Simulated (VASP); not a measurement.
## Si7Ge: single point with PBEsol

Crystal: Si7Ge.

```
Si Ge
1.0
     5.57995    0.00000    0.00000
     0.00000    5.57995    0.00000
     0.00000    0.00000    4.94607
Si Ge
7 1
Direct
  0.25260 0.25260 0.25260
  0.00000 0.50000 0.50000
  0.50000 0.50000 0.00000
  0.50000 0.00000 0.50000
  0.74740 0.25260 0.74740
  0.74740 0.74740 0.25260
  0.25260 0.74740 0.74740
  0.00000 0.00000 0.00000
```

```
Program             : VASP 6.6.1
Task                : single point
Functional          : PBEsol
Potentials or basis : VASP PAW PBE potentials, release 64 (Si, Ge_d)
Cutoff              : 520 eV
k mesh              : 8 × 8 × 8
Occupations         : gaussian, width 0.03 eV
Spin                : no spin polarisation
```

| Property | Result |
| --- | --- |
| Pressure | 4.9 GPa |
| Largest force | 0.059 eV/Å |
| Band gap on the k mesh | zero (bands 21 and 22 overlap by 0.45 eV) |

Forces in eV/Å, atoms in the order of the input:
```
Si  -0.009 -0.009  0.058
Si   0.000  0.000  0.000
Si   0.000  0.000  0.000
Si   0.000  0.000  0.000
Si   0.009 -0.009 -0.058
Si   0.009  0.009  0.058
Si  -0.009  0.009 -0.058
Ge   0.000  0.000  0.000
```

Stress tensor (GPa, compression positive):
```
 2.40  0.00  0.00
 0.00  2.40  0.00
 0.00  0.00 10.00
```

Levels at points of the mesh, in eV from the Fermi level:
| k point | band 17 | band 18 | band 19 | band 20 | band 21 | band 22 | band 23 | band 24 | band 25 | band 26 |
| --- | --- | --- | --- | --- | --- | --- | --- | --- | --- | --- |
| (0.00, 0.00, 0.00) | -2.69 | -2.65 | -0.25 | -0.25 | -0.20 | -0.11 | 0.55 | 0.75 | 0.93 | 0.93 |
| (0.50, 0.00, 0.00) | -3.81 | -1.92 | -1.84 | -1.64 | -1.56 | 1.26 | 1.44 | 2.92 | 2.96 | 3.36 |
| (0.50, 0.50, 0.00) | -3.49 | -2.16 | -2.02 | -2.00 | -2.00 | 1.56 | 1.56 | 1.66 | 1.79 | 4.81 |
| (0.00, 0.00, 0.50) | -3.05 | -2.52 | -2.52 | -2.43 | -2.43 | 0.23 | 0.40 | 3.30 | 3.38 | 5.22 |
| (0.50, 0.00, 0.50) | -4.22 | -1.30 | -1.18 | -1.13 | -1.10 | 2.63 | 2.64 | 2.69 | 2.90 | 3.88 |
| (0.50, 0.50, 0.50) | -1.76 | -0.87 | -0.77 | -0.77 | -0.61 | 0.80 | 1.14 | 1.14 | 1.31 | 2.66 |

Run time: 7.5 min on 1 thread of Intel Xeon 8259CL, on a shared host, peak memory 0.44 GiB.

Caveat: the stress differs along the axes, from 2 to 10 GPa; semilocal functionals underestimate gaps, and a narrow one can read as zero; the PAW data sets were made with another functional, which shifts forces and pressure a little.
